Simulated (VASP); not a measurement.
Here is a VASP 6.6.1 calculation.

INCAR

```
  PREC = Accurate
  ENCUT = 520
  EDIFF = 1E-6
  ISMEAR = 0
  SIGMA = 0.1
  LREAL = F
  LASPH = T
  NELM = 150
  ALGO = Normal
  ISIF = 2
  LWAVE = F
  LCHARG = F
  ISPIN = 2
  MAGMOM = 1 1 0 0 0
  LORBIT = 11
  LMAXMIX = 4
  GGA = PE
  NBANDS = 30
```

File KPOINTS:

```
Automatic mesh
0
Gamma
  8 8 8
```

POSCAR

```
Ta2Si2O
1.0
   -1.6402070129      1.6402070129      6.8566227046
    1.6402070129     -1.6402070129      6.8566227046
    1.6402070129      1.6402070129     -6.8566227046
Ta Si O
2 2 1
Direct
    0.3962942712      0.3962942712      0.0000000000
    0.6037057288      0.6037057288      0.0000000000
    0.7500000000      0.2500000000      0.5000000000
    0.2500000000      0.7500000000      0.5000000000
    0.0000000000      0.0000000000      0.0000000000
```

Potentials or basis: VASP PAW PBE potentials, release 64 (Ta_pv, Si, O).

Launch:

```sh
$ cat potpaw_PBE.64/Ta_pv/POTCAR potpaw_PBE.64/Si/POTCAR potpaw_PBE.64/O/POTCAR > POTCAR
$ mpirun -np 1 vasp_std > vasp.out
```

Q: Predict the band gap on the k mesh.

A: Zero (filled and empty bands overlap).

Q: Predict the pressure.

A: 0.0 GPa.

Q: What does it give for the largest force?

A: 0.079 eV/Å.

Q: Estimate the net moment.

A: 0.00 μB per cell.

Stress tensor (GPa, compression positive):
```
 0.01  0.00  0.00
 0.00  0.01  0.00
 0.00  0.00 -0.11
```

Caveat: spin-orbit coupling is left out, which moves the levels of the heavy elements.
